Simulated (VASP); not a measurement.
# SnBi2O4 (Fd-3m) in VASP: a series of runs

Runs on SnBi2O4. Level: PBE. Tasks: single point, relaxation of cell and atoms.

Program: VASP 6.6.1. These are calculated values, not measurements. Logs are shortened: lines on timing, memory, paths and dates and some standing lists are left out, and cuts for length are marked.

## Step 1: The cell of the first run

It takes space group Fd-3m (No. 227, cubic). Conventional cell: a = 10.122 Å, b = 10.122 Å, c = 10.122 Å, α = 90.00°, β = 90.00°, γ = 90.00°. Within 3.1 Å of Sn (site symmetry -43m) lie 4 O at 2.34 Å. Bi (site symmetry -3m) has 6 O at 2.45 Å within 3.2 Å. O (site symmetry 3m) has 1 Sn at 2.34 Å and 3 Bi at 2.45 Å within 3.1 Å.

## Step 2: Single point, PBE

The input, INCAR:

```
ALGO = Normal
EDIFF = 1E-7
ENCUT = 520
GGA = PE
ISIF = 2
ISMEAR = 0
LASPH = True
LCHARG = False
LREAL = False
LWAVE = False
NBANDS = 81
NELM = 100
PREC = Accurate
SIGMA = 0.15
```

The input, KPOINTS:

```
k-points
0
Gamma
  2 2 2
```

The input, POSCAR:

```
SnBi2O4
1.0
    0.0000000000      5.0611849105      5.0611849105
    5.0611849105      0.0000000000      5.0611849105
    5.0611849105      5.0611849105      0.0000000000
Sn Bi O
2 4 8
Direct
    0.5000000000      0.5000000000      0.5000000000
    0.7500000000      0.7500000000      0.7500000000
    0.1250000000      0.1250000000      0.1250000000
    0.6250000000      0.1250000000      0.1250000000
    0.1250000000      0.6250000000      0.1250000000
    0.1250000000      0.1250000000      0.6250000000
    0.9011090530      0.3662969823      0.3662969823
    0.3662969823      0.3662969823      0.3662969823
    0.3662969823      0.3662969823      0.9011090530
    0.3662969823      0.9011090530      0.3662969823
    0.8837030177      0.3488909470      0.8837030177
    0.8837030177      0.8837030177      0.8837030177
    0.8837030177      0.8837030177      0.3488909470
    0.3488909470      0.8837030177      0.8837030177
```

Potentials or basis: VASP PAW PBE potentials, release 64 (Sn_d, Bi_d, O).

Command:

```sh
$ cat potpaw_PBE.64/Sn_d/POTCAR potpaw_PBE.64/Bi_d/POTCAR potpaw_PBE.64/O/POTCAR > POTCAR
$ mpirun -np 1 vasp_std > vasp.out
```

OUTCAR:

```text
EDIFF = 1E-7
   ENCUT = 520
   GGA = PE
   ISIF = 2
   ISMEAR = 0
   LASPH = True
   LREAL = False
   NELM = 100
   PREC = Accurate

 ion  position               nearest neighbor table
   1  0.500  0.500  0.500-   7 2.34   9 2.34  10 2.34   8 2.34
   2  0.750  0.750  0.750-  11 2.34  13 2.34  14 2.34  12 2.34
   3  0.125  0.125  0.125-   9 2.45  13 2.45  10 2.45  11 2.45   7 2.45  14 2.45   4 3.58   5 3.58
                             6 3.58   6 3.58   5 3.58   4 3.58
   4  0.625  0.125  0.125-   8 2.45  12 2.45  11 2.45  10 2.45   9 2.45  13 2.45   3 3.58   6 3.58
                             5 3.58   3 3.58   5 3.58   6 3.58
   5  0.125  0.625  0.125-   8 2.45  12 2.45   7 2.45  14 2.45  13 2.45   9 2.45   3 3.58   6 3.58
                             3 3.58   4 3.58   6 3.58   4 3.58
   6  0.125  0.125  0.625-   8 2.45  12 2.45  10 2.45  11 2.45   7 2.45  14 2.45   3 3.58   3 3.58
                             4 3.58   5 3.58   5 3.58   4 3.58
   7  0.901  0.366  0.366-   1 2.34   3 2.45   5 2.45   6 2.45
   8  0.366  0.366  0.366-   1 2.34   4 2.45   5 2.45   6 2.45
   9  0.366  0.366  0.901-   1 2.34   3 2.45   4 2.45   5 2.45
  10  0.366  0.901  0.366-   1 2.34   3 2.45   4 2.45   6 2.45
  11  0.884  0.349  0.884-   2 2.34   3 2.45   4 2.45   6 2.45
  12  0.884  0.884  0.884-   2 2.34   4 2.45   5 2.45   6 2.45
  13  0.884  0.884  0.349-   2 2.34   3 2.45   4 2.45   5 2.45
  14  0.349  0.884  0.884-   2 2.34   3 2.45   5 2.45   6 2.45

  LATTYP: Found a face centered cubic cell.
 ALAT       =    10.1223698210

  Lattice vectors:

 A1 = (   0.0000000000,   5.0611849105,   5.0611849105)
 A2 = (   5.0611849105,   0.0000000000,   5.0611849105)
 A3 = (   5.0611849105,   5.0611849105,   0.0000000000)

Analysis of symmetry for initial positions (statically):
=====================================================================
 Subroutine PRICEL returns:
 Original cell was already a primitive cell.

 Routine SETGRP: Setting up the symmetry group for a
 face centered cubic supercell.

 Subroutine GETGRP returns: Found 48 space group operations
 (whereof 24 operations were pure point group operations)
 out of a pool of 48 trial point group operations.

The static configuration has the point symmetry T_d .
 The point group associated with its full space group is O_h .

Analysis of symmetry for dynamics (positions and initial velocities):
=====================================================================
 Subroutine PRICEL returns:
[... 127 lines left out ...]
   ISMEAR =     0;   SIGMA  =   0.15  broadening in eV -4-tet -1-fermi 0-gaus
   EFERMI_NEDOS =   21; number of points for ismear=-14 and -15
   IALGO  =     38    algorithm
   IMIX   =      4    mixing-type and parameters
     AMIX     =   0.40;   BMIX     =  1.00
     AMIX_MAG =   1.60;   BMIX_MAG =  1.00
  volume/ion in A,a.u.               =      18.52       124.98
  Fermi-wavevector in a.u.,A,eV,Ry     =   1.320258  2.494927 23.716073  1.743082
  Thomas-Fermi vector in A             =   2.450097
   LORBIT       =      0    0 simple, 1 ext, 2 COOP (PROOUT), +10 PAW based schemes
   GGA     = PE    functional components
   LHFCALC =     F    Hartree Fock is set to
   AEXX    =    0.0000 exact exchange contribution
   IVDW    =     0    specifies the selected vdW correction
   LEPSILON=     F    determine dielectric tensor
   LRPA    =     F    only Hartree local field effects (RPA)
 non-spin polarized calculation
 Gauss-broadening in eV      SIGMA  =   0.15
  energy-cutoff  :      520.00
  volume of cell :      259.29
 maximum number of plane-waves:      7046
 NGX is ok and might be reduce to    54
   NGX = 27   NGY = 27   NGZ = 27

 number of electron     135.9999988 magnetization

 Free energy of the ion-electron system (eV)
  ---------------------------------------------------
  ext. energy  EPLUGINS =         0.00000000
  ---------------------------------------------------
  free energy    TOTEN  =       -77.76522006 eV

  energy without entropy =      -77.76016977  energy(sigma->0) =      -77.76269491

 E-fermi :   6.2134     XC(G=0):  -9.8532

 val. band max:        6.0281895465   @ k =   0.0000   0.0000   0.0000
 cond. band min:       6.4480268964   @ k =   0.0000   0.0000   0.0000
 fundamental gap:      0.4198373499
 Fermi energy:         6.2133714045

 k-point     1 :       0.0000    0.0000    0.0000
  band No.  band energies     occupation
      1     -17.4653      2.00000
      2     -17.4653      2.00000
      3     -17.4653      2.00000
      4     -17.3856      2.00000
      5     -17.3682      2.00000
      6     -17.3682      2.00000
[... 238 lines left out ...]
     79      10.2080      0.00000
     80      10.2080      0.00000
 [bands above 80 left out]

------------------------ aborting loop because EDIFF is reached ----------------------------------------

  FORCE on cell =-STRESS in cart. coord.  units (eV):
  Direction    XX          YY          ZZ          XY          YZ          ZX
  --------------------------------------------------------------------------------------
  -------------------------------------------------------------------------------------
  Total       -0.5353662     -0.5353662     -0.5353662      0.0000000     -0.0000000      0.0000000
  in kB       -3.3080715     -3.3080715     -3.3080715      0.0000000     -0.0000000      0.0000000
  external PRESSURE =      -3.3080715 kB  Pullay stress =       0.0000000 kB

 VOLUME and BASIS-vectors are now :
 -----------------------------------------------------------------------------
  energy-cutoff  :      520.00
  volume of cell :      259.29
      direct lattice vectors                 reciprocal lattice vectors
     0.000000000  5.061184910  5.061184910    -0.098791095  0.098791095  0.098791095
     5.061184910  0.000000000  5.061184910     0.098791095 -0.098791095  0.098791095
     5.061184910  5.061184910  0.000000000     0.098791095  0.098791095 -0.098791095

 POSITION                                       TOTAL-FORCE (eV/Angst)
 -----------------------------------------------------------------------------------
      5.06118      5.06118      5.06118         0.000000      0.000000      0.000000
      7.59178      7.59178      7.59178         0.000000      0.000000      0.000000
      1.26530      1.26530      1.26530         0.000000      0.000000      0.000000
      1.26530      3.79589      3.79589         0.000000      0.000000      0.000000
      3.79589      1.26530      3.79589         0.000000      0.000000      0.000000
      3.79589      3.79589      1.26530         0.000000      0.000000      0.000000
      3.70779      6.41458      6.41458        -0.035628      0.035628      0.035628
      3.70779      3.70779      3.70779        -0.035628     -0.035628     -0.035628
      6.41458      6.41458      3.70779         0.035628      0.035628     -0.035628
      6.41458      3.70779      6.41458         0.035628     -0.035628      0.035628
      6.23839      8.94517      6.23839        -0.035628      0.035628     -0.035628
      8.94517      8.94517      8.94517         0.035628      0.035628      0.035628
      6.23839      6.23839      8.94517        -0.035628     -0.035628      0.035628
      8.94517      6.23839      6.23839         0.035628     -0.035628     -0.035628
 -----------------------------------------------------------------------------------
    total drift:                                0.000000      0.000000      0.000000

  FREE ENERGIE OF THE ION-ELECTRON SYSTEM (eV)
  ---------------------------------------------------
  free  energy   TOTEN  =       -77.7652200559 eV

  energy  without entropy=      -77.7601697705  energy(sigma->0) =      -77.76269491
```

Wall time 82 s (1 thread of AMD EPYC 9R45 (Zen 5), shared host); peak memory 0.39 GiB.

What came out:

- Free energy: -77.7652 eV
- Pressure: -0.3 GPa
- Largest force: 0.062 eV/Å
- Band gap on the k mesh: 0.42 eV

Forces in eV/Å, atoms in the order of the input:
```
Sn   0.000  0.000  0.000
Sn   0.000  0.000  0.000
Bi   0.000  0.000  0.000
Bi   0.000  0.000  0.000
Bi   0.000  0.000  0.000
Bi   0.000  0.000  0.000
O   -0.036  0.036  0.036
O   -0.036 -0.036 -0.036
O    0.036  0.036 -0.036
O    0.036 -0.036  0.036
O   -0.036  0.036 -0.036
O    0.036  0.036  0.036
O   -0.036 -0.036  0.036
O    0.036 -0.036 -0.036
```

Levels at points of the mesh, in eV from the valence-band top:
| k point | band 64 | band 65 | band 66 | band 67 | band 68 | band 69 | band 70 | band 71 | band 72 | band 73 |
| --- | --- | --- | --- | --- | --- | --- | --- | --- | --- | --- |
| (0.00, 0.00, 0.00) | -2.69 | -2.09 | -2.09 | -2.09 | 0.00 | 0.42 | 0.42 | 0.42 | 3.10 | 3.10 |
| (0.50, 0.00, 0.00) | -2.10 | -1.51 | -1.51 | -0.91 | -0.87 | 1.44 | 1.53 | 1.53 | 2.42 | 2.64 |
| (0.50, 0.50, 0.00) | -1.77 | -1.22 | -1.22 | -0.56 | -0.56 | 1.63 | 1.63 | 2.04 | 2.04 | 3.08 |

Caveat: the k points lie up to 0.54 Å⁻¹ apart; spin-orbit coupling is left out, which moves the levels of the heavy elements.

## Step 3: Relaxation of cell and atoms, PBE

This run uses another cell than the first one, of 17.17 Å³/atom.

The input, INCAR:

```
ALGO     = Normal         # electronic algorithm
EDIFF    = 1E-6           # SCF threshold, eV
EDIFFG   = -0.08          # ionic threshold
ENCUT    = 600            # plane-wave cutoff, eV
GGA      = PE             # functional
IBRION   = 2              # ionic algorithm
ISIF     = 3              # what is computed and relaxed
ISMEAR   = 0              # smearing method
LASPH    = True           # aspherical terms in the spheres
LCHARG   = False          # write CHGCAR
LREAL    = False          # projectors in reciprocal space
LWAVE    = False          # write WAVECAR
NELM     = 80             # most SCF steps
NSW      = 36             # ionic steps
PREC     = Accurate       # precision mode
SIGMA    = 0.15           # smearing width, eV
```

KPOINTS is that of step 2.

The input, POSCAR:

```
SnBi2O4
1.0
    0.0000000000      4.9350000000      4.9350000000
    4.9350000000      0.0000000000      4.9350000000
    4.9350000000      4.9350000000      0.0000000000
Sn Bi O
2 4 8
Direct
    0.5000000000      0.5000000000      0.5000000000
    0.7500000000      0.7500000000      0.7500000000
    0.1250000000      0.1250000000      0.1250000000
    0.6250000000      0.1250000000      0.1250000000
    0.1250000000      0.6250000000      0.1250000000
    0.1250000000      0.1250000000      0.6250000000
    0.9050000000      0.3650000000      0.3650000000
    0.3650000000      0.3650000000      0.3650000000
    0.3650000000      0.3650000000      0.9050000000
    0.3650000000      0.9050000000      0.3650000000
    0.8850000000      0.3450000000      0.8850000000
    0.8850000000      0.8850000000      0.8850000000
    0.8850000000      0.8850000000      0.3450000000
    0.3450000000      0.8850000000      0.8850000000
```

Potentials or basis: VASP PAW PBE potentials, release 64 (Sn_d, Bi_d, O).

Command:

```sh
$ cat potpaw_PBE.64/Sn_d/POTCAR potpaw_PBE.64/Bi_d/POTCAR potpaw_PBE.64/O/POTCAR > POTCAR
$ mpirun -np 1 vasp_std > vasp.out
```

Run time: 3.3 min. Hardware: 1 thread of AMD EPYC 9R45 (Zen 5), shared host; peak memory 0.45 GiB.

Results (log left out):

* Free energy: -77.7577 eV
* Relaxed volume: 18.50 Å³/atom
* Relaxed cell: a = 7.155 Å, b = 7.155 Å, c = 7.155 Å, α = 60.00°, β = 60.00°, γ = 60.00°
* Space group after relaxing (to 0.1 Å): Fd-3m (No. 227)
* Energy gained by relaxing: 37.1 meV/atom
* Ionic steps: 3
* Pressure after relaxing: -0.1 GPa
* Largest force after relaxing: 0.010 eV/Å
* Band gap on the k mesh: 0.48 eV

Forces in eV/Å, atoms in the order of the input:
```
Sn   0.000  0.000  0.000
Sn   0.000  0.000  0.000
Bi   0.000  0.000  0.000
Bi   0.000  0.000  0.000
Bi   0.000  0.000  0.000
Bi   0.000  0.000  0.000
O    0.006 -0.006 -0.006
O    0.006  0.006  0.006
O   -0.006 -0.006  0.006
O   -0.006  0.006 -0.006
O    0.006 -0.006  0.006
O   -0.006 -0.006 -0.006
O    0.006  0.006 -0.006
O   -0.006  0.006  0.006
```

Step by step:
```
step  energy change (eV)  largest force (eV/Å)  pressure (GPa)  volume (Å³)
   1              0.0000                0.5307            9.12       240.38
   2             -0.1775                0.3228           -5.75       276.00
   3             -0.5199                0.0099           -0.08       259.03
```

Final structure:
```xyz
14
Lattice="0.0000 5.0595 5.0595 5.0595 0.0000 5.0595 5.0595 5.0595 0.0000" Properties=species:S:1:pos:R:3 pbc="T T T"
Sn    5.0595    5.0595    5.0595
Sn    7.5892    7.5892    7.5892
Bi    1.2649    1.2649    1.2649
Bi    1.2649    3.7946    3.7946
Bi    3.7946    1.2649    3.7946
Bi    3.7946    3.7946    1.2649
O     3.7018    6.4171    6.4171
O     3.7018    3.7018    3.7018
O     6.4171    6.4171    3.7018
O     6.4171    3.7018    6.4171
O     6.2316    8.9469    6.2316
O     8.9469    8.9469    8.9469
O     6.2316    6.2316    8.9469
O     8.9469    6.2316    6.2316
```

Levels at points of the mesh, in eV from the valence-band top:
| k point | band 66 | band 67 | band 68 | band 69 | band 70 | band 71 |
| --- | --- | --- | --- | --- | --- | --- |
| (0.00, 0.00, 0.00) | -2.02 | -2.02 | 0.00 | 0.48 | 0.48 | 0.48 |
| (0.50, 0.00, 0.00) | -1.43 | -0.87 | -0.85 | 1.50 | 1.58 | 1.58 |
| (0.50, 0.50, 0.00) | -1.15 | -0.54 | -0.54 | 1.68 | 1.68 | 2.12 |

Caveat: the k points lie up to 0.54 Å⁻¹ apart in the final cell; spin-orbit coupling is left out, which moves the levels of the heavy elements.

(Continued in part 2 of 2.)
